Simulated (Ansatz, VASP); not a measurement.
In2GaAs3: VASP beside Ansatz

Contents of INCAR:

```
SYSTEM = In2GaAs3
PREC     = Accurate       ! precision mode
ENCUT    = 520            ! plane-wave cutoff, eV
EDIFF    = 1E-6           ! SCF threshold, eV
ISMEAR   = 0              ! smearing method
SIGMA    = 0.1            ! smearing width, eV
LREAL    = .FALSE.        ! projectors in reciprocal space
LASPH    = .TRUE.         ! aspherical terms in the spheres
NELM     = 60             ! most SCF steps
ALGO     = Normal         ! electronic algorithm
ISIF     = 2              ! what is computed and relaxed
LWAVE    = .FALSE.        ! write WAVECAR
LCHARG   = .TRUE.         ! write CHGCAR
GGA      = PS             ! functional
LELF     = .TRUE.         ! ELF
LVHAR    = .TRUE.       
NBANDS   = 36             ! bands
```

Contents of KPOINTS:

```
regular mesh
0
G
  1 1 1
  0 0 0
```

Contents of POSCAR:

```
In2GaAs3
1.0
   -2.1401840000      2.1401840000      9.0600640000
    2.1401840000     -2.1401840000      9.0600640000
    2.1401840000      2.1401840000     -9.0600640000
In Ga As
2 1 3
Direct
    0.3367560000      0.3367560000      0.0000000000
    0.6632440000      0.6632440000      0.0000000000
    0.0000000000      0.0000000000      0.0000000000
    0.2500000000      0.7500000000      0.5000000000
    0.5754750000      0.0754750000      0.5000000000
    0.9245250000      0.4245250000      0.5000000000
```

Input for Ansatz:

```yaml
crystal:
  lattice:
    - [-2.140184, 2.140184, 9.060064]
    - [2.140184, -2.140184, 9.060064]
    - [2.140184, 2.140184, -9.060064]
  atoms:
    - { symbol: In, position: [0.336756, 0.336756, 0.0] }
    - { symbol: In, position: [0.663244, 0.663244, 0.0] }
    - { symbol: Ga, position: [0.0, 0.0, 0.0] }
    - { symbol: As, position: [0.25, 0.75, 0.5] }
    - { symbol: As, position: [0.575475, 0.075475, 0.5] }
    - { symbol: As, position: [0.924525, 0.424525, 0.5] }
basis:
  ecutwfc: 420
kpoints:
  mp_grid: { grid: [1, 1, 1] }
hamiltonian:
  xc: pbesol
scf:
  occupations: { method: gaussian, width: 0.1 }
output:
  forces: true
  stress: true
  eigenvalues: true
```

Alike in both runs: task single point; functional PBEsol; k mesh 1 × 1 × 1; occupations gaussian, width 0.1 eV; no spin polarisation.

|  | VASP | Ansatz |
| --- | --- | --- |
| version | VASP 6.6.1 | Ansatz 0.2.0 |
| potentials or method | VASP PAW PBE potentials, release 64 (In_d, Ga_d, As), cutoff 520 eV | scalar-relativistic, plane waves, PAW |
| valence electrons in the cell | 54 | 84 |

|  | VASP | Ansatz | Ansatz less VASP |
| --- | --- | --- | --- |
| pressure (GPa) | 19.7 | 19.4 | -0.25 |
| traceless stress, the component that is largest in VASP (GPa) | -6.00 | -5.99 | +0.006 |
| rms of the force components (eV/Å) | 0.489 | 0.489 | -0.0008 |

VASP's potentials were made for PBE, not for PBEsol. Atom by atom the forces differ by 0.001 eV/Å (rms over components). VASP's potentials hold 54 valence electrons a cell and Ansatz's 84, so a difference there can come from the potentials and not from the codes.

The k mesh is coarse, so the values compare programs but aren't converged.
